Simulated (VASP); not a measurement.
Wanted: the native input for a VASP 6.6.1 run.

```yaml
Task: single point
Functional: PBE
Potentials_or_basis: VASP PAW PBE potentials, release 64 (Ag, Ru_pv, B)
Cutoff: 520 eV
k_mesh: 7 × 7 × 7
Occupations: gaussian, width 0.2724 eV
Spin: no spin polarisation
Dipole_correction: no
Further_INCAR_settings: ALGO = Normal; EDIFF = 1e-06; NBANDS = 30
```

The structure of AgB2Ru2 lies in POSCAR:

```
AgB2Ru2
1.0
    0.0000000000      3.9333360618      0.0000002290
    3.9333360618      0.0000000000      0.0000002290
    1.9666682898      1.9666682898     -4.4466105814
Ag Ru B
1 2 2
Direct
    0.0000000000      0.0000000000      0.0000000000
    0.7500000000      0.2500000000      0.5000000000
    0.2500000000      0.7500000000      0.5000000000
    0.3268920628      0.3268920628      0.3462158745
    0.6731079372      0.6731079372      0.6537841255
```

One way to write it, as run:

INCAR

```
SYSTEM = AgB2Ru2
PREC = Accurate
ENCUT = 520
EDIFF = 1E-6
ISMEAR = 0
SIGMA = 0.2724
LREAL = .False.
LASPH = .True.
NELM = 60
ALGO = Normal
ISIF = 2
LWAVE = .False.
LCHARG = .True.
GGA = PE
LELF = .True.
LVHAR = .True.
NBANDS = 30
```

KPOINTS

```
regular mesh
0
Gamma
  7 7 7
  0 0 0
```

Potentials or basis: VASP PAW PBE potentials, release 64 (Ag, Ru_pv, B).

Launch:

```bash
$ cat potpaw_PBE.64/Ag/POTCAR potpaw_PBE.64/Ru_pv/POTCAR potpaw_PBE.64/B/POTCAR > POTCAR
$ mpirun -np 1 vasp_std > vasp.out
```

It gave:

```json
{
 "Pressure": "0.0 GPa",
 "Largest force": "0.005 eV/Å"
}
```

It took 53 s on 1 thread of Intel(R) Xeon(R) Platinum 8488C (Sapphire Rapids) (shared host), peak memory 0.23 GiB.
